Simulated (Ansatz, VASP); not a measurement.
One calculation of Ba, two programs

INCAR

```
  PREC = Accurate
  ENCUT = 520
  EDIFF = 1E-6
  ISMEAR = 1
  SIGMA = 0.01
  LREAL = F
  LASPH = T
  NELM = 100
  ALGO = Normal
  ISIF = 2
  LWAVE = F
  LCHARG = T
  GGA = PE
  LELF = T
  LVHAR = T
  NBANDS = 11
```

Contents of KPOINTS:

```
regular mesh
0
Gamma
  9 9 9
```

Contents of POSCAR:

```
Ba
1.0
   -2.5124914082      2.5124914082      2.5124914082
    2.5124914082     -2.5124914082      2.5124914082
    2.5124914082      2.5124914082     -2.5124914082
Ba
1
Direct
    0.0000000000      0.0000000000      0.0000000000
```

Input for Ansatz:

```yaml
crystal:
  lattice:
    - [-2.5124914082, 2.5124914082, 2.5124914082]
    - [2.5124914082, -2.5124914082, 2.5124914082]
    - [2.5124914082, 2.5124914082, -2.5124914082]
  atoms:
    - { symbol: Ba, position: [0.0, 0.0, 0.0] }
hamiltonian:
  xc: pbe
  pseudopotentials:
    kind: paw
    azcp:
      Ba: "pseudopotentials/Ba.paw.azcp"
basis:
  ecutwfc: 420
  fft_grid_basis: typed
kpoints:
  mp_grid: { grid: [9, 9, 9], shift: [0, 0, 0] }
magnetization:
  spin_polarized: false
scf:
  occupations: { method: cold, width: 0.01 }
  lower_state_search: "off"
output:
  stress: true
  write_density: true
  write_potential: true
  elf: true
  volumetric_format: npy
```

Alike in both runs: task single point; functional PBE; k mesh 9 × 9 × 9; no spin polarisation.

|  | VASP | Ansatz |
| --- | --- | --- |
| version | VASP 6.6.1 | Ansatz 0.2.0 |
| potentials or method | VASP PAW PBE potentials, release 64 (Ba_sv), cutoff 520 eV | plane waves (420 eV) with PAW, scalar-relativistic |
| occupations | methfessel-paxton of order 1, width 0.01 eV | cold, width 0.01 eV |
| valence electrons in the cell | 10 | 10 |

```tsv
	VASP	Ansatz	Ansatz less VASP
pressure (GPa)	0.1	0.0	-0.06
```

Spin-orbit coupling is off throughout.
